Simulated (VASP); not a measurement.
# KMgF3: vibrations by perturbation theory with PBEsol

The system is KMgF3.

```
K Mg F
1.0
     3.70328    0.00000    0.00000
     0.00000    3.70328    0.00000
     0.00000    0.00000    3.70328
K Mg F
1 1 3
Direct
  0.50000 0.50000 0.50000
  0.00000 0.00000 0.00000
  0.50000 0.00000 0.00000
  0.00000 0.50000 0.00000
  0.00000 0.00000 0.50000
```

| Item | Value |
| --- | --- |
| Program | VASP 6.6.1 |
| Task | vibrations by perturbation theory |
| Functional | PBEsol |
| Potentials or basis | VASP PAW PBE potentials, release 64 (K_sv, Mg, F) |
| Cutoff | 520 eV |
| k mesh | 4 × 4 × 4 |
| Occupations | gaussian, width 0.01 eV |
| Spin | no spin polarisation |
| Dipole correction | no |
| Further INCAR settings | ALGO = Normal; EDIFF = 1e-08; NBANDS = 24; IBRION = 8; NSW = 1 |

| Property | Result |
| --- | --- |
| Electronic dielectric tensor (diagonal) | 2.22 |
| Born charges (mean of the diagonal) | K +1.22; Mg +1.93; F -1.05 e |
| Highest phonon frequency at Γ, LO-TO splitting left out | 743 cm⁻¹ |

Phonon frequencies in cm⁻¹ (negative: imaginary):
```
              q point                                            frequencies
(0.000, 0.000, 0.000)  0 0 0 228 228 228 234 234 234 302 302 302 743 743 743
```

Electronic dielectric tensor:
```
2.22 0.00 0.00
0.00 2.22 0.00
0.00 0.00 2.22
```

Born effective charge tensors (e):
atom 1, K
```
1.22 0.00 0.00
0.00 1.22 0.00
0.00 0.00 1.22
```
atom 2, Mg
```
1.93 0.00 0.00
0.00 1.93 0.00
0.00 0.00 1.93
```
atom 3, F
```
-1.16  0.00  0.00
 0.00 -1.00  0.00
 0.00  0.00 -1.00
```
atom 4, F
```
-1.00  0.00  0.00
 0.00 -1.16  0.00
 0.00  0.00 -1.00
```
atom 5, F
```
-1.00  0.00  0.00
 0.00 -1.00  0.00
 0.00  0.00 -1.16
```

Wall time 8.9 min on 1 thread of Intel Xeon 8259CL (shared host), peak memory 0.25 GiB.

Caveat: the k points lie up to 0.42 Å⁻¹ apart; the cell stands under pressure or tension, which shifts response properties.
